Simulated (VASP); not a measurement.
The system is TePb.

```
CELL_PARAMETERS angstrom
4.00229 0.00000 0.00000
0.00000 4.00229 0.00000
0.00000 0.00000 4.00229
ATOMIC_POSITIONS crystal
Pb 0.00000 0.00000 0.00000
Te 0.50000 0.50000 0.50000
```

```yaml
Program: VASP 6.6.1
Task: relaxation of cell and atoms
Functional: PBEsol
Potentials_or_basis: VASP PAW PBE potentials, release 64 (Pb_d, Te)
Cutoff: 600 eV
k_mesh: 7 × 7 × 7
Occupations: fermi-dirac, width 0.05 eV
Spin: no spin polarisation
```

At the start: pressure -2.7 GPa; volume 32.05 Å³/atom.

**Question.** How do energy, volume and symmetry change on relaxing?

**Answer.** Over 3 steps the energy falls by 18.1 meV/atom and the volume is 29.99 Å³/atom (-6.4 %); space group Pm-3m (No. 221, to 0.05 Å).

Step by step:
| step | energy change (eV) | largest force (eV/Å) | pressure (GPa) | volume (Å³) |
| --- | --- | --- | --- | --- |
| 1 | 0.0000 | 0.0000 | -2.66 | 64.11 |
| 2 | -0.0350 | 0.0000 | 0.56 | 59.30 |
| 3 | -0.0362 | 0.0000 | 0.01 | 59.99 |

Final structure:
```cif
data_structure
_symmetry_space_group_name_H-M 'P 1'
_symmetry_Int_Tables_number 1
_cell_length_a 3.9146
_cell_length_b 3.9146
_cell_length_c 3.9146
_cell_angle_alpha 90.000
_cell_angle_beta 90.000
_cell_angle_gamma 90.000
_cell_volume 59.99
loop_
_atom_site_label
_atom_site_type_symbol
_atom_site_fract_x
_atom_site_fract_y
_atom_site_fract_z
_atom_site_occupancy
Pb1 Pb 0.00000 0.00000 0.00000 1
Te1 Te 0.50000 0.50000 0.50000 1
```

Caveat: the PAW data sets were made with another functional, which shifts forces and pressure a little.
